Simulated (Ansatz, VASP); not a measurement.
CsO in VASP and in Ansatz

```
Cs O
1.0
    -2.16100    3.21500    3.94643
     2.16100   -3.21500    3.94643
     2.16100    3.21500   -3.94643
Cs O
2 2
Direct
  0.25000 0.25000 0.00000
  0.75000 0.75000 0.00000
  0.62000 0.00000 0.62000
  0.38000 0.00000 0.38000
```

Change from the starting cell: strain +0.000 along x and y, +0.050 along z, atoms carried along.

Alike in both runs: task single point; functional LDA; k mesh 8 × 8 × 8; occupations gaussian, width 0.05 eV; no spin polarisation.

|  | VASP | Ansatz |
| --- | --- | --- |
| version | VASP 6.6.1 | Ansatz 0.2.0 |
| potentials or method | VASP PAW LDA potentials, release 64 (Cs_sv, O), cutoff 520 eV | scalar-relativistic, plane waves, PAW |
| valence electrons in the cell | 30 | 30 |

```csv
,VASP,Ansatz,Ansatz less VASP
gap on the k mesh at the Fermi level (eV),1.47,1.48,+0.005
least direct gap on the mesh (eV),1.58,1.57,-0.011
pressure (GPa),-4.5,-4.8,-0.27
"traceless stress, the component that is largest in VASP (GPa)",1.33,1.43,+0.105
rms of the force components (eV/Å),0.461,0.541,+0.0805
```

LDA's correlation is that of Perdew and Zunger in VASP and of Perdew and Wang (1992) in Ansatz. Atom by atom the forces differ by 0.082 eV/Å (rms over components).

Spin-orbit coupling is off throughout.
